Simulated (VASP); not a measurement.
# SiC (P6_3mc) in VASP: a series of runs

The runs below take SiC through single point, with PBE.

Everything below comes from runs of VASP 6.6.1. Logs are shortened: lines on timing, memory, paths and dates and some standing lists are left out, and cuts for length are marked.

## Step 1: The cell of the first run

It takes space group P6_3mc (No. 186, hexagonal). The conventional cell has a = 3.092 Å, b = 3.092 Å, c = 4.668 Å, α = 90.00°, β = 90.00°, γ = 120.00°. Within 2.3 Å of Si (site symmetry 3m) lie 4 C at 1.75 to 1.88 Å. C (site symmetry 3m) has 4 Si at 1.75 to 1.88 Å within 2.3 Å.

## Step 2: Single point, PBE (strain +0.000 along x and y, -0.080 along z)

File INCAR:

```
SYSTEM = SiC
PREC = Accurate
ENCUT = 520
EDIFF = 1E-6
ISMEAR = 0
SIGMA = 0.05
LREAL = .FALSE.
LASPH = .TRUE.
NELM = 60
ALGO = Normal
ISIF = 2
LWAVE = .FALSE.
LCHARG = .FALSE.
GGA = PE
NBANDS = 16
```

File KPOINTS:

```
regular mesh
0
G
  12 12 6
  0 0 0
```

File POSCAR:

```
SiC
1.0
    3.0917664073      0.0000000000      0.0000000000
   -1.5458832036      2.6775482513      0.0000000000
    0.0000000000      0.0000000000      4.6680994832
Si C
2 2
Direct
    0.3333333333      0.6666666667      0.0045635313
    0.6666666667      0.3333333333      0.5045635313
    0.3333333333      0.6666666667      0.3804364687
    0.6666666667      0.3333333333      0.8804364687
```

Potentials or basis: VASP PAW PBE potentials, release 64 (Si, C).

The run is started by

```sh
$ cat potpaw_PBE.64/Si/POTCAR potpaw_PBE.64/C/POTCAR > POTCAR
$ mpirun -np 1 vasp_std > vasp.out
```

OUTCAR:

```text
SYSTEM = SiC
   PREC = Accurate
   ENCUT = 520
   EDIFF = 1E-6
   ISMEAR = 0
   LREAL = .FALSE.
   LASPH = .TRUE.
   NELM = 60
   ISIF = 2
   GGA = PE

 ion  position               nearest neighbor table
   1  0.333  0.667  0.005-   3 1.75   4 1.88   4 1.88   4 1.88   2 2.94   2 2.94   2 2.94   2 2.94
                             2 2.94   2 2.94
   2  0.667  0.333  0.505-   4 1.75   3 1.88   3 1.88   3 1.88   1 2.94   1 2.94   1 2.94   1 2.94
                             1 2.94   1 2.94
   3  0.333  0.667  0.380-   1 1.75   2 1.88   2 1.88   2 1.88
   4  0.667  0.333  0.880-   2 1.75   1 1.88   1 1.88   1 1.88

  LATTYP: Found a hexagonal cell.
 ALAT       =     3.0917664073
 C/A-ratio  =     1.5098486976

  Lattice vectors:

 A1 = (   3.0917664073,   0.0000000000,   0.0000000000)
 A2 = (  -1.5458832036,   2.6775482513,   0.0000000000)
 A3 = (   0.0000000000,   0.0000000000,   4.6680994832)

Analysis of symmetry for initial positions (statically):
=====================================================================
 Subroutine PRICEL returns:
 Original cell was already a primitive cell.

 Routine SETGRP: Setting up the symmetry group for a
 hexagonal supercell.

 Subroutine GETGRP returns: Found 12 space group operations
 (whereof  6 operations were pure point group operations)
 out of a pool of 24 trial point group operations.

The static configuration has the point symmetry C_3v.
 The point group associated with its full space group is C_6v.

Analysis of symmetry for dynamics (positions and initial velocities):
=====================================================================
 Subroutine PRICEL returns:
 Original cell was already a primitive cell.

 Routine SETGRP: Setting up the symmetry group for a
 hexagonal supercell.

 Subroutine GETGRP returns: Found 12 space group operations
 (whereof  6 operations were pure point group operations)
 out of a pool of 24 trial point group operations.

The dynamic configuration has the point symmetry C_3v.
 The point group associated with its full space group is C_6v.

 Subroutine INISYM returns: Found 12 space group operations
 (whereof  6 operations are pure point group operations),
 and found     1 'primitive' translations

----------------------------------------------------------------------------------------

                                     Primitive cell

  volume of cell :      38.6442

  direct lattice vectors                    reciprocal lattice vectors
     3.091766407  0.000000000  0.000000000     0.323439700  0.186737998  0.000000000
    -1.545883204  2.677548251  0.000000000     0.000000000  0.373475996  0.000000000
     0.000000000  0.000000000  4.668099483     0.000000000  0.000000000  0.214219942
[... 90 lines left out ...]
   EDIFFG = 0.1E-04   stopping-criterion for IOM
   NSW    =      0    number of steps for IOM
   IBRION =     -1    ionic relax: 0-MD 1-quasi-New 2-CG
   NFREE  =      0    steps in history (QN), initial steepest desc. (CG)
   ISIF   =      2    stress and relaxation
   ISYM   =      2    0-nonsym 1-usesym 2-fastsym
   POTIM  = 0.5000    time-step for ionic-motion
   TEBEG  =    0.0;   TEEND  =   0.0 temperature during run
   PSTRESS=    0.0 pullay stress
   NELECT =      16.0000    total number of electrons
   NUPDOWN=      -1.0000    fix difference up-down
   EMIN   =  10.00;   EMAX   =-10.00  energy-range for DOS
   EFERMI =   0.00;   METHOD = LEGACY
   ISMEAR =     0;   SIGMA  =   0.05  broadening in eV -4-tet -1-fermi 0-gaus
   EFERMI_NEDOS =   21; number of points for ismear=-14 and -15
   IALGO  =     38    algorithm
   IMIX   =      4    mixing-type and parameters
     AMIX     =   0.40;   BMIX     =  1.00
     AMIX_MAG =   1.60;   BMIX_MAG =  1.00
  volume/ion in A,a.u.               =       9.66        65.20
  Fermi-wavevector in a.u.,A,eV,Ry     =   1.220169  2.305786 20.256536  1.488813
  Thomas-Fermi vector in A             =   2.355396
   LORBIT       =      0    0 simple, 1 ext, 2 COOP (PROOUT), +10 PAW based schemes
   GGA     = PE    functional components
   LHFCALC =     F    Hartree Fock is set to
   AEXX    =    0.0000 exact exchange contribution
   IVDW    =     0    specifies the selected vdW correction
   LEPSILON=     F    determine dielectric tensor
   LRPA    =     F    only Hartree local field effects (RPA)
 non-spin polarized calculation
 Gauss-broadening in eV      SIGMA  =   0.05
  energy-cutoff  :      520.00
  volume of cell :       38.64
 maximum number of plane-waves:      1056
 NGX is ok and might be reduce to    24
   NGX = 11   NGY = 11   NGZ = 17

 number of electron      16.0000002 magnetization

 Free energy of the ion-electron system (eV)
  ---------------------------------------------------
  ext. energy  EPLUGINS =         0.00000000
  ---------------------------------------------------
  free energy    TOTEN  =       -29.52351257 eV

  energy without entropy =      -29.52351257  energy(sigma->0) =      -29.52351257

 E-fermi :   9.4300     XC(G=0): -11.6384

 val. band max:        9.2074668348   @ k =   0.0000   0.0000   0.0000
 cond. band min:      11.2889167933   @ k =   0.5000   0.0000   0.0000
 fundamental gap:      2.0814499584
 Fermi energy:         9.4299745844

 k-point     1 :       0.0000    0.0000    0.0000
  band No.  band energies     occupation
      1      -7.0941      2.00000
      2      -2.5511      2.00000
      3       0.1634      2.00000
      4       7.1469      2.00000
      5       7.1469      2.00000
      6       8.9554      2.00000
[... 433 lines left out ...]
      3       1.3542      2.00000
      4       3.3461      2.00000
      5       4.3035      2.00000
      6       5.6256      2.00000
[... 8 lines left out ...]
     15      21.1153      0.00000
     16      21.6051      0.00000

 [... further k-points ...]
[... 5 lines left out ...]
  --------------------------------------------------------------------------------------
  -------------------------------------------------------------------------------------
  Total        0.8141890      0.8141890     14.9268124      0.0000000      0.0000000      0.0000000
  in kB       33.7560589     33.7560589    618.8616564      0.0000000      0.0000000      0.0000000
  external PRESSURE =     228.7912580 kB  Pullay stress =       0.0000000 kB

 VOLUME and BASIS-vectors are now :
 -----------------------------------------------------------------------------
  energy-cutoff  :      520.00
  volume of cell :       38.64
      direct lattice vectors                 reciprocal lattice vectors
     3.091766407  0.000000000  0.000000000     0.323439700  0.186737998  0.000000000
    -1.545883204  2.677548251  0.000000000     0.000000000  0.373475996  0.000000000
     0.000000000  0.000000000  4.668099483     0.000000000  0.000000000  0.214219942

 POSITION                                       TOTAL-FORCE (eV/Angst)
 -----------------------------------------------------------------------------------
     -0.00000      1.78503      0.02130         0.000000      0.000000     -1.624555
      1.54588      0.89252      2.35535        -0.000000      0.000000     -1.624555
     -0.00000      1.78503      1.77592         0.000000     -0.000000      1.624555
      1.54588      0.89252      4.10997        -0.000000      0.000000      1.624555
 -----------------------------------------------------------------------------------
    total drift:                               -0.000000      0.000000      0.000730

  FREE ENERGIE OF THE ION-ELECTRON SYSTEM (eV)
  ---------------------------------------------------
  free  energy   TOTEN  =       -29.5235125710 eV

  energy  without entropy=      -29.5235125710  energy(sigma->0) =      -29.52351257
```

Run time: 31 s. Hardware: 1 thread of Intel Xeon 6975P-C, shared host; peak memory 0.17 GiB.

Results:

| Property | Result |
| --- | --- |
| Free energy | -29.5235 eV |
| Pressure | 22.9 GPa |
| Largest force | 1.625 eV/Å |
| Band gap on the k mesh | 2.08 eV, indirect (least direct gap 3.28 eV) |

Forces in eV/Å, atoms in the order of the input:
```
Si   0.000  0.000 -1.625
Si   0.000  0.000 -1.625
C    0.000  0.000  1.625
C    0.000  0.000  1.625
```

Stress tensor (GPa, compression positive):
```
 3.38  0.00  0.00
 0.00  3.38  0.00
 0.00  0.00 61.89
```

Caveat: the cell differs from its parent crystal (strain +0.000 along x and y, -0.080 along z); forces of over 1 eV/Å act on the atoms, so gaps and moduli don't describe the material at rest. A k mesh can miss the band edges.

## Step 3: Single point, PBE (strain -0.040 along x and y, +0.000 along z)

File INCAR:

```
ALGO = Normal ; EDIFF = 1E-7
ENCUT = 520 ; GGA = PE
ISIF = 2 ; ISMEAR = 0
LASPH = True ; LCHARG = True
LELF = True ; LREAL = False
LVHAR = True ; LWAVE = False
NBANDS = 16 ; NELM = 100
PREC = Accurate ; SIGMA = 0.05
```

File KPOINTS:

```
k-points
0
Gamma
  12 12 6
```

File POSCAR:

```
SiC
1.0
    2.9680957510      0.0000000000      0.0000000000
   -1.4840478755      2.5704463213      0.0000000000
    0.0000000000      0.0000000000      5.0740211774
Si C
2 2
Direct
    0.3333333333      0.6666666667      0.0045635313
    0.6666666667      0.3333333333      0.5045635313
    0.3333333333      0.6666666667      0.3804364687
    0.6666666667      0.3333333333      0.8804364687
```

Potentials or basis: VASP PAW PBE potentials, release 64 (Si, C).

The run is started by

```sh
$ cat potpaw_PBE.64/Si/POTCAR potpaw_PBE.64/C/POTCAR > POTCAR
$ mpirun -np 1 vasp_std > vasp.out
```

Run time: 36 s. Hardware: 1 thread of Intel Xeon 6975P-C, shared host; peak memory 0.18 GiB.

Results (log left out):

```
Free energy            : -29.8222 eV
Pressure               : 21.1 GPa
Largest force          : 0.514 eV/Å
Band gap on the k mesh : 1.98 eV, indirect (least direct gap 4.47 eV)
```

Forces on the atoms (eV/Å):
```
Si   0.000  0.000  0.514
Si   0.000  0.000  0.514
C    0.000  0.000 -0.514
C    0.000  0.000 -0.514
```

Stress tensor (GPa, compression positive):
```
30.11  0.00  0.00
 0.00 30.11  0.00
 0.00  0.00  3.21
```

Levels at points of the mesh, in eV from the valence-band top:
```csv
k point,band 4,band 5,band 6,band 7,band 8,band 9,band 10,band 11,band 12,band 13
"(0.00, 0.00, 0.00)",-1.15,-1.15,-0.39,0.00,0.00,5.87,5.99,7.37,7.37,8.50
"(0.50, 0.00, 0.00)",-6.77,-5.66,-3.50,-3.29,-1.33,3.14,3.97,7.39,7.53,9.73
"(0.00, 0.00, 0.50)",-4.97,-0.61,-0.61,-0.61,-0.61,6.88,6.88,7.98,7.98,7.98
"(0.50, 0.00, 0.50)",-8.63,-2.63,-2.63,-2.47,-2.47,3.19,3.19,5.38,5.38,10.72
```

Caveat: the cell differs from its parent crystal (strain -0.040 along x and y, +0.000 along z). A k mesh can miss the band edges.
